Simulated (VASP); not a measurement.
# Cd4S3 (P3m1) in VASP: a series of runs

Runs on Cd4S3. Level: PBE. Tasks: single point.

All numbers are computed with VASP 6.6.1; they aren't measurements. Logs are shortened: lines on timing, memory, paths and dates and some standing lists are left out, and cuts for length are marked.

## Step 1: The cell of the first run

Symmetry: P3m1, No. 156, trigonal system. The conventional cell has a = 4.099 Å, b = 4.099 Å, c = 12.719 Å, α = 90.00°, β = 90.00°, γ = 120.00°. Within 3.4 Å of Cd (site symmetry 3m) lie 4 S at 2.54 to 2.55 Å. Within 3.5 Å of Cd (site symmetry 3m) lie 3 S at 2.63 Å and 3 Cd at 3.12 Å. Cd (site symmetry 3m) has 4 S at 2.54 to 2.55 Å within 3.3 Å. Cd (site symmetry 3m) has 2 S at 2.57 to 3.18 Å and 3 Cd at 3.12 Å within 3.4 Å. Within 3.3 Å of S (site symmetry 3m) lie 4 Cd at 2.54 to 2.55 Å. S (site symmetry 3m) has 5 Cd at 2.54 to 3.18 Å within 3.4 Å. S (site symmetry 3m) has 4 Cd at 2.55 to 2.57 Å within 3.4 Å.

## Step 2: Single point, PBE

File INCAR:

```
  PREC = Accurate
  ENCUT = 520
  EDIFF = 1E-6
  ISMEAR = 0
  SIGMA = 0.01
  LREAL = False
  LASPH = True
  NELM = 100
  ALGO = Normal
  ISIF = 2
  LWAVE = False
  LCHARG = True
  GGA = PE
  LELF = True
  LVHAR = True
  NBANDS = 42
```

File KPOINTS:

```
Automatic mesh
0
Gamma
  12 12 4
```

File POSCAR:

```
Cd4S3
1.0
    4.0993760027      0.0000000000      0.0000000000
   -2.0496880014      3.5501637580      0.0000000000
    0.0000000000      0.0000000000     12.7187399907
Cd S
4 3
Direct
    0.0000000000      0.0000000000      0.5558913227
    0.3333333333      0.6666666667      0.8456940291
    0.3333333333      0.6666666667      0.2818060381
    0.0000000000      0.0000000000      0.0056484234
    0.3333333333      0.6666666667      0.4811613029
    0.0000000000      0.0000000000      0.7558533881
    0.0000000000      0.0000000000      0.2075454957
```

Potentials or basis: VASP PAW PBE potentials, release 64 (Cd, S).

The run is started by

```console
cat potpaw_PBE.64/Cd/POTCAR potpaw_PBE.64/S/POTCAR > POTCAR
mpirun -np 1 vasp_std > vasp.out
```

OUTCAR:

```text
PREC = Accurate
   ENCUT = 520
   EDIFF = 1E-6
   ISMEAR = 0
   LREAL = False
   LASPH = True
   NELM = 100
   ISIF = 2
   GGA = PE

 ion  position               nearest neighbor table
   1  0.000  0.000  0.556-   6 2.54   5 2.55   5 2.55   5 2.55
   2  0.333  0.667  0.846-   6 2.63   6 2.63   6 2.63   4 3.12   4 3.12   4 3.12
   3  0.333  0.667  0.282-   5 2.54   7 2.55   7 2.55   7 2.55
   4  0.000  0.000  0.006-   7 2.57   2 3.12   2 3.12   2 3.12   6 3.18
   5  0.333  0.667  0.481-   3 2.54   1 2.55   1 2.55   1 2.55
   6  0.000  0.000  0.756-   1 2.54   2 2.63   2 2.63   2 2.63   4 3.18
   7  0.000  0.000  0.208-   3 2.55   3 2.55   3 2.55   4 2.57

  LATTYP: Found a hexagonal cell.
 ALAT       =     4.0993760027
 C/A-ratio  =     3.1026039042

  Lattice vectors:

 A1 = (   4.0993760027,   0.0000000000,   0.0000000000)
 A2 = (  -2.0496880014,   3.5501637580,   0.0000000000)
 A3 = (   0.0000000000,   0.0000000000,  12.7187399907)

Analysis of symmetry for initial positions (statically):
=====================================================================
 Subroutine PRICEL returns:
 Original cell was already a primitive cell.

 Routine SETGRP: Setting up the symmetry group for a
 hexagonal supercell.

 Subroutine GETGRP returns: Found  6 space group operations
 (whereof  6 operations were pure point group operations)
 out of a pool of 24 trial point group operations.

The static configuration has the point symmetry C_3v.

Analysis of symmetry for dynamics (positions and initial velocities):
=====================================================================
 Subroutine PRICEL returns:
 Original cell was already a primitive cell.

 Routine SETGRP: Setting up the symmetry group for a
 hexagonal supercell.

 Subroutine GETGRP returns: Found  6 space group operations
 (whereof  6 operations were pure point group operations)
 out of a pool of 24 trial point group operations.

The dynamic configuration has the point symmetry C_3v.

 Subroutine INISYM returns: Found  6 space group operations
 (whereof  6 operations are pure point group operations),
 and found     1 'primitive' translations

----------------------------------------------------------------------------------------

                                     Primitive cell

  volume of cell :     185.1016

  direct lattice vectors                    reciprocal lattice vectors
     4.099376003  0.000000000  0.000000000     0.243939565  0.140838574  0.000000000
    -2.049688001  3.550163758  0.000000000     0.000000000  0.281677147  0.000000000
     0.000000000  0.000000000 12.718739991     0.000000000  0.000000000  0.078624140

  length of vectors
     4.099376003  4.099376003 12.718739991     0.281677147  0.281677147  0.078624140

  position of ions in fractional coordinates (direct lattice)
     0.000000000  0.000000000  0.555891323
     0.333333333  0.666666667  0.845694029
     0.333333333  0.666666667  0.281806038
     0.000000000  0.000000000  0.005648423
     0.333333333  0.666666667  0.481161303
     0.000000000  0.000000000  0.755853388
     0.000000000  0.000000000  0.207545496

  ion indices of the primitive-cell ions
   primitive index   ion index
                 1           1
                 2           2
                 3           3
                 4           4
                 5           5
                 6           6
                 7           7

----------------------------------------------------------------------------------------

 KPOINTS: Automatic mesh

Automatic generation of k-mesh.
 Grid dimensions read from file:
 generate k-points for:   12   12    4

 Generating k-lattice:

  Cartesian coordinates                     Fractional coordinates (reciprocal lattice)
     0.020328297  0.011736548  0.000000000     0.083333333  0.000000000  0.000000000
     0.000000000  0.023473096  0.000000000     0.000000000  0.083333333  0.000000000
     0.000000000  0.000000000  0.019656035     0.000000000  0.000000000  0.250000000

  Length of vectors
     0.023473096  0.023473096  0.019656035

  Shift w.r.t. Gamma in fractional coordinates (k-lattice)
     0.000000000  0.000000000  0.000000000

 Subroutine IBZKPT returns following result:
 ===========================================

 Found     69 irreducible k-points:

 Following reciprocal coordinates:
            Coordinates               Weight
  0.000000  0.000000  0.000000      1.000000
  0.083333  0.000000  0.000000      6.000000
  0.166667  0.000000  0.000000      6.000000
  0.250000  0.000000  0.000000      6.000000
  0.333333  0.000000  0.000000      6.000000
  0.416667 -0.000000  0.000000      6.000000
[... 16 lines left out ...]
  0.166667  0.000000  0.250000      6.000000
  0.000000  0.166667  0.250000      6.000000
 [... further k-points ...]
   k-points           NKPTS =     69   k-points in BZ     NKDIM =     69   number of bands    NBANDS=     42
   number of dos      NEDOS =    301   number of ions     NIONS =      7
   total plane-waves  NPLWV =  86400
   dimension x,y,z NGX =    30 NGY =   30 NGZ =   96
   dimension x,y,z NGXF=    60 NGYF=   60 NGZF=  192
   ions per type =               4   3
   NGX,Y,Z   is equivalent  to a cutoff of  12.17, 12.17, 12.55 a.u.
   NGXF,Y,Z  is equivalent  to a cutoff of  24.33, 24.33, 25.10 a.u.
 SYSTEM =  unknown system
   PREC   = accura    normal or accurate (medium, high low for compatibility)
   ISTART =      0    job   : 0-new  1-cont  2-samecut
   ICHARG =      2    charge: 1-file 2-atom 10-const
   ISPIN  =      1    spin polarized calculation?
   LNONCOLLINEAR =      F non collinear calculations
   LSORBIT =      F    spin-orbit coupling
   LASPH  =      T    aspherical Exc in radial PAW
   ENCUT  =  520.0 eV  38.22 Ry    6.18 a.u.   7.62  7.62 23.65*2*pi/ulx,y,z
   NELM   =    100;   NELMIN=  2; NELMDL= -5     # of ELM steps
   EDIFF  = 0.1E-05   stopping-criterion for ELM
   LREAL  =      F    real-space projection
   EDIFFG = 0.1E-04   stopping-criterion for IOM
   NSW    =      0    number of steps for IOM
   IBRION =     -1    ionic relax: 0-MD 1-quasi-New 2-CG
   NFREE  =      0    steps in history (QN), initial steepest desc. (CG)
   ISIF   =      2    stress and relaxation
   ISYM   =      2    0-nonsym 1-usesym 2-fastsym
   POTIM  = 0.5000    time-step for ionic-motion
   TEBEG  =    0.0;   TEEND  =   0.0 temperature during run
   PSTRESS=    0.0 pullay stress
   NELECT =      66.0000    total number of electrons
   NUPDOWN=      -1.0000    fix difference up-down
   EMIN   =  10.00;   EMAX   =-10.00  energy-range for DOS
   EFERMI =   0.00;   METHOD = LEGACY
   ISMEAR =     0;   SIGMA  =   0.01  broadening in eV -4-tet -1-fermi 0-gaus
   EFERMI_NEDOS =   21; number of points for ismear=-14 and -15
   IALGO  =     38    algorithm
   IMIX   =      4    mixing-type and parameters
     AMIX     =   0.40;   BMIX     =  1.00
     AMIX_MAG =   1.60;   BMIX_MAG =  1.00
  volume/ion in A,a.u.               =      26.44       178.45
  Fermi-wavevector in a.u.,A,eV,Ry     =   1.160877  2.193739 18.335681  1.347635
  Thomas-Fermi vector in A             =   2.297455
   LORBIT       =      0    0 simple, 1 ext, 2 COOP (PROOUT), +10 PAW based schemes
   GGA     = PE    functional components
   LHFCALC =     F    Hartree Fock is set to
   AEXX    =    0.0000 exact exchange contribution
   IVDW    =     0    specifies the selected vdW correction
   LEPSILON=     F    determine dielectric tensor
   LRPA    =     F    only Hartree local field effects (RPA)
 non-spin polarized calculation
 Gauss-broadening in eV      SIGMA  =   0.01
  energy-cutoff  :      520.00
  volume of cell :      185.10
 maximum number of plane-waves:      5052
   NGX = 15   NGY = 15   NGZ = 47

 number of electron      66.0000020 magnetization

 Free energy of the ion-electron system (eV)
  ---------------------------------------------------
  ext. energy  EPLUGINS =         0.00000000
  ---------------------------------------------------
  free energy    TOTEN  =       -18.30632162 eV

  energy without entropy =      -18.30632159  energy(sigma->0) =      -18.30632160

 E-fermi :   1.8211     XC(G=0):  -9.0310

 val. band max:        1.7937384877   @ k =   0.3333   0.3333   0.5000
 cond. band min:       1.8492399407   @ k =   0.5000   0.0000   0.0000
 fundamental gap:      0.0555014530
 Fermi energy:         1.8211440895

 k-point     1 :       0.0000    0.0000    0.0000
  band No.  band energies     occupation
      1     -11.3810      2.00000
      2     -11.1506      2.00000
      3     -10.9409      2.00000
      4      -7.0009      2.00000
      5      -6.9444      2.00000
      6      -6.9444      2.00000
[... 34 lines left out ...]
     41       7.6811      0.00000
     42       7.6884      0.00000

 k-point     2 :       0.0833    0.0000    0.0000
  band No.  band energies     occupation
      1     -11.3590      2.00000
      2     -11.1331      2.00000
      3     -10.9246      2.00000
      4      -7.0035      2.00000
      5      -6.9402      2.00000
      6      -6.9302      2.00000
[... 34 lines left out ...]
     41       7.4391      0.00000
     42       7.7556      0.00000

 k-point     3 :       0.1667    0.0000    0.0000
  band No.  band energies     occupation
      1     -11.2987      2.00000
      2     -11.0853      2.00000
      3     -10.8798      2.00000
      4      -7.0056      2.00000
      5      -6.9306      2.00000
      6      -6.9009      2.00000
[... 34 lines left out ...]
     41       7.2677      0.00000
     42       7.5327      0.00000

 k-point     4 :       0.2500    0.0000    0.0000
  band No.  band energies     occupation
      1     -11.2155      2.00000
      2     -11.0206      2.00000
      3     -10.8184      2.00000
      4      -7.0016      2.00000
      5      -6.9214      2.00000
      6      -6.8800      2.00000
[... 844 lines left out ...]
     41       7.3802      0.00000
     42       7.7236      0.00000

 k-point    23 :       0.1667    0.0000    0.2500
  band No.  band energies     occupation
      1     -11.2945      2.00000
      2     -11.0947      2.00000
      3     -10.8747      2.00000
      4      -7.0091      2.00000
      5      -6.9306      2.00000
      6      -6.9048      2.00000
[... 34 lines left out ...]
     41       7.1156      0.00000
     42       7.7752      0.00000

 k-point    24 :       0.0000    0.1667    0.2500
  band No.  band energies     occupation
      1     -11.2945      2.00000
      2     -11.0947      2.00000
      3     -10.8747      2.00000
      4      -7.0092      2.00000
      5      -6.9308      2.00000
      6      -6.9040      2.00000
[... 34 lines left out ...]
     41       7.1631      0.00000
     42       7.5632      0.00000

 [... further k-points ...]

------------------------ aborting loop because EDIFF is reached ----------------------------------------

  FORCE on cell =-STRESS in cart. coord.  units (eV):
  Direction    XX          YY          ZZ          XY          YZ          ZX
  --------------------------------------------------------------------------------------
  -------------------------------------------------------------------------------------
  Total        0.2870329      0.2870329      0.3791054     -0.0000000     -0.0000000      0.0000000
  in kB        2.4844605      2.4844605      3.2814087     -0.0000000     -0.0000000      0.0000000
  external PRESSURE =       2.7501099 kB  Pullay stress =       0.0000000 kB

 VOLUME and BASIS-vectors are now :
 -----------------------------------------------------------------------------
  energy-cutoff  :      520.00
  volume of cell :      185.10
      direct lattice vectors                 reciprocal lattice vectors
     4.099376003  0.000000000  0.000000000     0.243939565  0.140838574  0.000000000
    -2.049688001  3.550163758  0.000000000     0.000000000  0.281677147  0.000000000
     0.000000000  0.000000000 12.718739991     0.000000000  0.000000000  0.078624140

 POSITION                                       TOTAL-FORCE (eV/Angst)
 -----------------------------------------------------------------------------------
      0.00000      0.00000      7.07024         0.000000     -0.000000      0.003852
     -0.00000      2.36678     10.75616        -0.000000     -0.000000      0.018015
     -0.00000      2.36678      3.58422        -0.000000      0.000000      0.001351
      0.00000      0.00000      0.07184         0.000000      0.000000     -0.018058
     -0.00000      2.36678      6.11977         0.000000      0.000000     -0.001071
      0.00000      0.00000      9.61350         0.000000     -0.000000     -0.001690
      0.00000      0.00000      2.63972         0.000000     -0.000000     -0.002398
 -----------------------------------------------------------------------------------
    total drift:                                0.000000     -0.000001      0.000652

  FREE ENERGIE OF THE ION-ELECTRON SYSTEM (eV)
  ---------------------------------------------------
  free  energy   TOTEN  =       -18.3063216156 eV

  energy  without entropy=      -18.3063215939  energy(sigma->0) =      -18.30632160
```

It took 4 min on 1 thread of Intel Xeon 6975P-C (Granite Rapids), shared host; peak memory 0.53 GiB.

What came out:

- Free energy: -18.3063 eV
- Pressure: 0.3 GPa
- Largest force: 0.018 eV/Å
- Band gap on the k mesh: 0.06 eV (least direct gap 0.24 eV)

Forces in eV/Å, atoms in the order of the input:
```
Cd   0.000  0.000  0.004
Cd   0.000  0.000  0.018
Cd   0.000  0.000  0.001
Cd   0.000  0.000 -0.018
S    0.000  0.000 -0.001
S    0.000  0.000 -0.002
S    0.000  0.000 -0.002
```

Stress tensor (GPa, compression positive):
```
0.25 0.00 0.00
0.00 0.25 0.00
0.00 0.00 0.33
```

Levels at points of the mesh, in eV from the valence-band top:
| k point | band 31 | band 32 | band 33 | band 34 | band 35 | band 36 |
| --- | --- | --- | --- | --- | --- | --- |
| (0.00, 0.00, 0.00) | -1.25 | -0.99 | -0.99 | 1.31 | 1.57 | 2.23 |
| (0.50, 0.00, 0.00) | -2.06 | -1.71 | -0.64 | 0.06 | 2.44 | 2.93 |
| (0.00, 0.00, 0.50) | -0.97 | -0.97 | -0.72 | 0.35 | 2.08 | 2.21 |
| (0.50, 0.00, 0.50) | -2.14 | -1.66 | -0.75 | 0.15 | 2.41 | 2.91 |

Caveat: semilocal functionals underestimate gaps, and a narrow one can read as zero.

(Continued in part 2 of 2.)

The gap in the log of VASP goes by the Fermi energy; the results here count the filled bands.